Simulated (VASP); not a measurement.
# InSe (C2/m) in VASP: single point with PBE

Aim: the single point of InSe with PBE.

Program: VASP 6.6.1. These are calculated values, not measurements. Logs are shortened: lines on timing, memory, paths and dates and some standing lists are left out, and cuts for length are marked.

## (1) The cell of the first run

The structure is monoclinic, space group C2/m (No. 12). Conventional cell: a = 11.736 Å, b = 4.110 Å, c = 4.610 Å, α = 90.00°, β = 110.30°, γ = 90.00°. Within 3.4 Å of In (site symmetry m) lie 3 Se at 2.58 to 2.78 Å and 1 In at 2.74 Å. Within 3.4 Å of Se (site symmetry m) lie 3 In at 2.58 to 2.78 Å.

## (2) Single point, PBE

The input, INCAR:

```
PREC = Accurate
ENCUT = 520
EDIFF = 1E-7
ISMEAR = 0
SIGMA = 0.05
LREAL = Auto
LASPH = True
NELM = 80
ALGO = Normal
ISIF = 2
LWAVE = False
LCHARG = True
GGA = PE
LELF = True
LVHAR = True
NBANDS = 342
LUSENCCL = False
```

The input, KPOINTS:

```
regular mesh
0
Gamma
  1 1 1
```

The input, POSCAR:

```
InSe
1.0
    3.1988300000      8.2200000000     -8.6473050000
   -3.1988300000      8.2200000000      8.6473050000
   10.1363910000     -8.2200000000      4.3236520000
In Se
32 32
Direct
    0.6617500000      0.7222500000      0.8840000000
    0.4117500000      0.9722500000      0.8840000000
    0.1617500000      0.9722500000      0.3840000000
    0.6617500000      0.2222500000      0.8840000000
    0.4117500000      0.4722500000      0.8840000000
    0.1617500000      0.7222500000      0.8840000000
    0.9117500000      0.9722500000      0.8840000000
    0.1617500000      0.4722500000      0.3840000000
    0.9117500000      0.7222500000      0.3840000000
    0.6617500000      0.9722500000      0.3840000000
    0.1617500000      0.2222500000      0.8840000000
    0.9117500000      0.4722500000      0.8840000000
    0.9117500000      0.2222500000      0.3840000000
    0.6617500000      0.4722500000      0.3840000000
    0.4117500000      0.7222500000      0.3840000000
    0.4117500000      0.2222500000      0.3840000000
    0.8382500000      0.7777500000      0.1160000000
    0.5882500000      0.0277500000      0.1160000000
    0.3382500000      0.0277500000      0.6160000000
    0.8382500000      0.2777500000      0.1160000000
    0.5882500000      0.5277500000      0.1160000000
    0.3382500000      0.7777500000      0.1160000000
    0.0882500000      0.0277500000      0.1160000000
    0.3382500000      0.5277500000      0.6160000000
    0.0882500000      0.7777500000      0.6160000000
    0.8382500000      0.0277500000      0.6160000000
    0.3382500000      0.2777500000      0.1160000000
    0.0882500000      0.5277500000      0.1160000000
    0.0882500000      0.2777500000      0.6160000000
    0.8382500000      0.5277500000      0.6160000000
    0.5882500000      0.7777500000      0.6160000000
    0.5882500000      0.2777500000      0.6160000000
    0.3345000000      0.8255000000      0.6600000000
    0.0845000000      0.0755000000      0.6600000000
    0.8345000000      0.0755000000      0.1600000000
    0.3345000000      0.3255000000      0.6600000000
    0.0845000000      0.5755000000      0.6600000000
    0.8345000000      0.8255000000      0.6600000000
    0.5845000000      0.0755000000      0.6600000000
    0.8345000000      0.5755000000      0.1600000000
    0.5845000000      0.8255000000      0.1600000000
    0.3345000000      0.0755000000      0.1600000000
    0.8345000000      0.3255000000      0.6600000000
    0.5845000000      0.5755000000      0.6600000000
    0.5845000000      0.3255000000      0.1600000000
    0.3345000000      0.5755000000      0.1600000000
    0.0845000000      0.8255000000      0.1600000000
    0.0845000000      0.3255000000      0.1600000000
    0.1655000000      0.6745000000      0.3400000000
    0.9155000000      0.9245000000      0.3400000000
    0.6655000000      0.9245000000      0.8400000000
    0.1655000000      0.1745000000      0.3400000000
    0.9155000000      0.4245000000      0.3400000000
    0.6655000000      0.6745000000      0.3400000000
    0.4155000000      0.9245000000      0.3400000000
    0.6655000000      0.4245000000      0.8400000000
    0.4155000000      0.6745000000      0.8400000000
    0.1655000000      0.9245000000      0.8400000000
    0.6655000000      0.1745000000      0.3400000000
    0.4155000000      0.4245000000      0.3400000000
    0.4155000000      0.1745000000      0.8400000000
    0.1655000000      0.4245000000      0.8400000000
    0.9155000000      0.6745000000      0.8400000000
    0.9155000000      0.1745000000      0.8400000000
```

Potentials or basis: VASP PAW PBE potentials, release 64 (In_d, Se).

Run with:

```
$ cat potpaw_PBE.64/In_d/POTCAR potpaw_PBE.64/Se/POTCAR > POTCAR
$ mpirun -np 1 vasp_gam > vasp.out
```

OUTCAR:

```text
PREC = Accurate
   ENCUT = 520
   EDIFF = 1E-7
   ISMEAR = 0
   LREAL = Auto
   LASPH = True
   NELM = 80
   ISIF = 2
   GGA = PE

 ion  position               nearest neighbor table
   1  0.662  0.722  0.884-  44 2.58  17 2.74  51 2.78  57 2.78  31 3.74  24 3.74
   2  0.412  0.972  0.884-  33 2.58  18 2.74  58 2.78  61 2.78  25 3.74  19 3.74
   3  0.162  0.972  0.384-  47 2.58  19 2.74  50 2.78  52 2.78  23 3.74  17 3.74
   4  0.662  0.222  0.884-  39 2.58  20 2.74  56 2.78  61 2.78  32 3.74  19 3.74
   5  0.412  0.472  0.884-  36 2.58  21 2.74  57 2.78  62 2.78  29 3.74  24 3.74
   6  0.162  0.722  0.884-  37 2.58  22 2.74  58 2.78  63 2.78  30 3.74  25 3.74
[... 24 lines left out ...]
  31  0.588  0.778  0.616-  51 2.58  15 2.74  44 2.78  38 2.78   1 3.74   7 3.74
  32  0.588  0.278  0.616-  56 2.58  16 2.74  43 2.78  39 2.78   4 3.74  12 3.74
  33  0.334  0.825  0.660-   2 2.58  19 2.78  25 2.78
  34  0.084  0.075  0.660-  11 2.58  26 2.78  29 2.78
  35  0.834  0.075  0.160-  13 2.58  18 2.78  20 2.78
  36  0.334  0.325  0.660-   5 2.58  24 2.78  29 2.78
  37  0.084  0.575  0.660-   6 2.58  25 2.78  30 2.78
  38  0.834  0.825  0.660-   7 2.58  26 2.78  31 2.78
[... 24 lines left out ...]
  63  0.916  0.675  0.840-  30 2.58  12 2.78   6 2.78
  64  0.916  0.175  0.840-  26 2.58  11 2.78   7 2.78

  LATTYP: Found a base centered monoclinic cell.
 ALAT       =    18.4399996889
 B/A-ratio  =     0.8915401452
 C/A-ratio  =     0.7602296130
 COS(beta)  =    -0.6192954384

  Lattice vectors:

 A1 = (  -3.1988300000,   8.2200000000,   8.6473050000)
 A2 = (  -3.1988300000,  -8.2200000000,   8.6473050000)
 A3 = (  13.3352210000,   0.0000000000,  -4.3236530000)

Analysis of symmetry for initial positions (statically):
=====================================================================
 Subroutine PRICEL returns following result:

  LATTYP: Found a base centered monoclinic cell.
 ALAT       =    11.7358060000
 B/A-ratio  =     0.3502102881
 C/A-ratio  =     0.3928149394
 COS(beta)  =    -0.3469447313

  Lattice vectors:

 A1 = (   5.8679030000,  -2.0550000000,  -0.0000002500)
 A2 = (   5.8679030000,   2.0550000000,  -0.0000002500)
 A3 = (  -1.5994150000,   0.0000000000,   4.3236525000)

  16 primitive cells build up your supercell.

 Routine SETGRP: Setting up the symmetry group for a
 base centered monoclinic supercell.

 Subroutine GETGRP returns: Found  4 space group operations
 (whereof  4 operations were pure point group operations)
 out of a pool of  4 trial point group operations.

The static configuration has the point symmetry C_2h.

Analysis of symmetry for dynamics (positions and initial velocities):
=====================================================================
 Subroutine PRICEL returns following result:

  LATTYP: Found a base centered monoclinic cell.
 ALAT       =    11.7358060000
 B/A-ratio  =     0.3502102881
 C/A-ratio  =     0.3928149394
 COS(beta)  =    -0.3469447313

  Lattice vectors:

 A1 = (   5.8679030000,  -2.0550000000,  -0.0000002500)
 A2 = (   5.8679030000,   2.0550000000,  -0.0000002500)
 A3 = (  -1.5994150000,   0.0000000000,   4.3236525000)

  16 primitive cells build up your supercell.

 Routine SETGRP: Setting up the symmetry group for a
 base centered monoclinic supercell.

 Subroutine GETGRP returns: Found  4 space group operations
 (whereof  4 operations were pure point group operations)
 out of a pool of  4 trial point group operations.

The dynamic configuration has the point symmetry C_2h.

 Subroutine INISYM returns: Found  4 space group operations
 (whereof  4 operations are pure point group operations),
 and found    16 'primitive' translations

----------------------------------------------------------------------------------------

                                     Primitive cell

  volume of cell :     104.2739

  direct lattice vectors                    reciprocal lattice vectors
     5.867903000 -2.055000000 -0.000000250     0.085209317 -0.243309002  0.031520817
     5.867903000  2.055000000 -0.000000250     0.085209317  0.243309002  0.031520817
    -1.599415000  0.000000000  4.323652500     0.000000010 -0.000000000  0.231285936

  length of vectors
     6.217339513  6.217339513  4.609999922     0.259718040  0.259718040  0.231285936

  position of ions in fractional coordinates (direct lattice)
     0.884000000  0.884000000  0.005000000
     0.116000000  0.116000000  0.995000000
     0.660000000  0.660000000  0.642000000
     0.340000000  0.340000000  0.358000000

  ion indices of the primitive-cell ions
   primitive index   ion index
                 1           1
                 2          31
                 3          44
                 4          51

----------------------------------------------------------------------------------------

 KPOINTS: regular mesh

Automatic generation of k-mesh.
 Grid dimensions read from file:
 generate k-points for:    1    1    1

 Generating k-lattice:

  Cartesian coordinates                     Fractional coordinates (reciprocal lattice)
     0.063906985  0.060827251 -0.034180871     1.000000000  0.000000000 -0.000000000
     0.021302332  0.060827251  0.065701688    -0.000000000  1.000000000  0.000000000
     0.085209317  0.000000000  0.031520817     0.000000000  0.000000000  1.000000000

  Length of vectors
     0.094617066  0.092035078  0.090852571

  Shift w.r.t. Gamma in fractional coordinates (k-lattice)
     0.000000000  0.000000000  0.000000000

 Subroutine IBZKPT returns following result:
 ===========================================

 Found      1 irreducible k-points:

 Following reciprocal coordinates:
            Coordinates               Weight
  0.000000  0.000000  0.000000      1.000000
   k-points           NKPTS =      1   k-points in BZ     NKDIM =      1   number of bands    NBANDS=    342
   number of dos      NEDOS =    301   number of ions     NIONS =     64
   total plane-waves  NPLWV = 995328
   dimension x,y,z NGX =    96 NGY =   96 NGZ =  108
   dimension x,y,z NGXF=   192 NGYF=  192 NGZF=  216
   ions per type =              32  32
   NGX,Y,Z   is equivalent  to a cutoff of  12.92, 12.92, 13.06 a.u.
   NGXF,Y,Z  is equivalent  to a cutoff of  25.84, 25.84, 26.12 a.u.
 SYSTEM =  unknown system
   PREC   = accura    normal or accurate (medium, high low for compatibility)
   ISTART =      0    job   : 0-new  1-cont  2-samecut
   ICHARG =      2    charge: 1-file 2-atom 10-const
   ISPIN  =      1    spin polarized calculation?
   LNONCOLLINEAR =      F non collinear calculations
   LSORBIT =      F    spin-orbit coupling
   LASPH  =      T    aspherical Exc in radial PAW
   ENCUT  =  520.0 eV  38.22 Ry    6.18 a.u.  22.97 22.97 25.56*2*pi/ulx,y,z
   NELM   =     80;   NELMIN=  2; NELMDL= -5     # of ELM steps
   EDIFF  = 0.1E-06   stopping-criterion for ELM
   LREAL  =      T    real-space projection
   EDIFFG = 0.1E-05   stopping-criterion for IOM
   NSW    =      0    number of steps for IOM
   IBRION =     -1    ionic relax: 0-MD 1-quasi-New 2-CG
   NFREE  =      0    steps in history (QN), initial steepest desc. (CG)
   ISIF   =      2    stress and relaxation
   ISYM   =      2    0-nonsym 1-usesym 2-fastsym
   POTIM  = 0.5000    time-step for ionic-motion
   TEBEG  =    0.0;   TEEND  =   0.0 temperature during run
   PSTRESS=    0.0 pullay stress
   NELECT =     608.0000    total number of electrons
   NUPDOWN=      -1.0000    fix difference up-down
   EMIN   =  10.00;   EMAX   =-10.00  energy-range for DOS
   EFERMI =   0.00;   METHOD = LEGACY
   ISMEAR =     0;   SIGMA  =   0.05  broadening in eV -4-tet -1-fermi 0-gaus
   EFERMI_NEDOS =   21; number of points for ismear=-14 and -15
   IALGO  =     38    algorithm
   IMIX   =      4    mixing-type and parameters
     AMIX     =   0.40;   BMIX     =  1.00
     AMIX_MAG =   1.60;   BMIX_MAG =  1.00
  volume/ion in A,a.u.               =      26.07       175.92
  Fermi-wavevector in a.u.,A,eV,Ry     =   1.169349  2.209749 18.604298  1.367377
  Thomas-Fermi vector in A             =   2.305823
   LORBIT       =      0    0 simple, 1 ext, 2 COOP (PROOUT), +10 PAW based schemes
   GGA     = PE    functional components
   LHFCALC =     F    Hartree Fock is set to
   AEXX    =    0.0000 exact exchange contribution
   IVDW    =     0    specifies the selected vdW correction
   LEPSILON=     F    determine dielectric tensor
   LRPA    =     F    only Hartree local field effects (RPA)
 non-spin polarized calculation
 Gauss-broadening in eV      SIGMA  =   0.05
  energy-cutoff  :      520.00
  volume of cell :     1668.38
 maximum number of plane-waves:     22418
 NGX is ok and might be reduce to    90
   NGX = 45   NGY = 45   NGZ = 51

 number of electron     608.0000071 magnetization

 Free energy of the ion-electron system (eV)
  ---------------------------------------------------
  ext. energy  EPLUGINS =         0.00000000
  ---------------------------------------------------
  free energy    TOTEN  =      -222.50429924 eV

  energy without entropy =     -222.50429924  energy(sigma->0) =     -222.50429924

 E-fermi :   4.8110     XC(G=0):  -9.5844

 val. band max:        4.5417077009   @ k =   0.0000   0.0000   0.0000
 cond. band min:       5.9766872053   @ k =   0.0000   0.0000   0.0000
 fundamental gap:      1.4349795044
 Fermi energy:         4.8110451030

 k-point     1 :       0.0000    0.0000    0.0000
  band No.  band energies     occupation
      1      -9.8525      2.00000
      2      -9.8316      2.00000
      3      -9.8316      2.00000
      4      -9.8316      2.00000
      5      -9.8316      2.00000
      6      -9.8259      2.00000
[... 308 lines left out ...]
    315       7.0145      0.00000
    316       7.0145      0.00000
 [bands above 316 left out]

------------------------ aborting loop because EDIFF is reached ----------------------------------------

  FORCE on cell =-STRESS in cart. coord.  units (eV):
  Direction    XX          YY          ZZ          XY          YZ          ZX
  --------------------------------------------------------------------------------------
  -------------------------------------------------------------------------------------
  Total       46.0583108     21.0499216     21.3033490      0.0000000      0.0000000     21.6733956
  in kB       44.2306257     20.2146190     20.4579899      0.0000000      0.0000000     20.8133523
  external PRESSURE =      28.3010782 kB  Pullay stress =       0.0000000 kB

 VOLUME and BASIS-vectors are now :
 -----------------------------------------------------------------------------
  energy-cutoff  :      520.00
  volume of cell :     1668.38
      direct lattice vectors                 reciprocal lattice vectors
     3.198830000  8.220000000 -8.647305000     0.063906985  0.060827251 -0.034180871
    -3.198830000  8.220000000  8.647305000     0.021302332  0.060827251  0.065701688
    10.136391000 -8.220000000  4.323652000     0.085209317  0.000000000  0.031520817

 POSITION                                       TOTAL-FORCE (eV/Angst)
 -----------------------------------------------------------------------------------
      8.76704      4.11000      4.34527        -0.165551      0.000000      0.483094
      7.16763      4.11000      8.66892        -0.165551      0.000000      0.483094
      1.29972      6.16500      8.66892        -0.165551      0.000000      0.483094
     10.36646      0.00000      0.02162        -0.165551      0.000000      0.483094
      8.76704      0.00000      4.34527        -0.165551      0.000000      0.483094
      7.16763      0.00000      8.66892        -0.165551      0.000000      0.483094
[... 56 lines left out ...]
      9.28549      6.16500      1.54787         0.400567      0.000000      0.081068
     10.88490      2.05500     -2.77579         0.400567      0.000000      0.081068
 -----------------------------------------------------------------------------------
    total drift:                                0.000000      0.000000      0.000000

  FREE ENERGIE OF THE ION-ELECTRON SYSTEM (eV)
  ---------------------------------------------------
  free  energy   TOTEN  =      -222.5042992448 eV

  energy  without entropy=     -222.5042992448  energy(sigma->0) =     -222.50429924
```

It took 2.8 min on 1 × NVIDIA H100 80GB with 1 thread of AMD EPYC 7R13 (Zen 3), shared host; peak memory 2.2 GiB.

Results:

```
Free energy            : -222.5043 eV
Pressure               : 2.8 GPa
Largest force          : 0.511 eV/Å
Band gap on the k mesh : 1.44 eV
```

Forces on the atoms (eV/Å):
```
In  -0.166  0.000  0.483
In  -0.166  0.000  0.483
In  -0.166  0.000  0.483
In  -0.166  0.000  0.483
In  -0.166  0.000  0.483
In  -0.166  0.000  0.483
In  -0.166  0.000  0.483
In  -0.166  0.000  0.483
In  -0.166  0.000  0.483
In  -0.166  0.000  0.483
In  -0.166  0.000  0.483
In  -0.166  0.000  0.483
In  -0.166  0.000  0.483
In  -0.166  0.000  0.483
In  -0.166  0.000  0.483
In  -0.166  0.000  0.483
In   0.166  0.000 -0.483
In   0.166  0.000 -0.483
In   0.166  0.000 -0.483
In   0.166  0.000 -0.483
In   0.166  0.000 -0.483
In   0.166  0.000 -0.483
In   0.166  0.000 -0.483
In   0.166  0.000 -0.483
In   0.166  0.000 -0.483
In   0.166  0.000 -0.483
In   0.166  0.000 -0.483
In   0.166  0.000 -0.483
In   0.166  0.000 -0.483
In   0.166  0.000 -0.483
In   0.166  0.000 -0.483
In   0.166  0.000 -0.483
Se  -0.401  0.000 -0.081
Se  -0.401  0.000 -0.081
Se  -0.401  0.000 -0.081
Se  -0.401  0.000 -0.081
Se  -0.401  0.000 -0.081
Se  -0.401  0.000 -0.081
Se  -0.401  0.000 -0.081
Se  -0.401  0.000 -0.081
Se  -0.401  0.000 -0.081
Se  -0.401  0.000 -0.081
Se  -0.401  0.000 -0.081
Se  -0.401  0.000 -0.081
Se  -0.401  0.000 -0.081
Se  -0.401  0.000 -0.081
Se  -0.401  0.000 -0.081
Se  -0.401  0.000 -0.081
Se   0.401  0.000  0.081
Se   0.401  0.000  0.081
Se   0.401  0.000  0.081
Se   0.401  0.000  0.081
Se   0.401  0.000  0.081
Se   0.401  0.000  0.081
Se   0.401  0.000  0.081
Se   0.401  0.000  0.081
Se   0.401  0.000  0.081
Se   0.401  0.000  0.081
Se   0.401  0.000  0.081
Se   0.401  0.000  0.081
Se   0.401  0.000  0.081
Se   0.401  0.000  0.081
Se   0.401  0.000  0.081
Se   0.401  0.000  0.081
```

Caveat: the k points lie up to 0.59 Å⁻¹ apart; spin-orbit coupling is left out, which moves the levels of the heavy elements. A k mesh can miss the band edges.
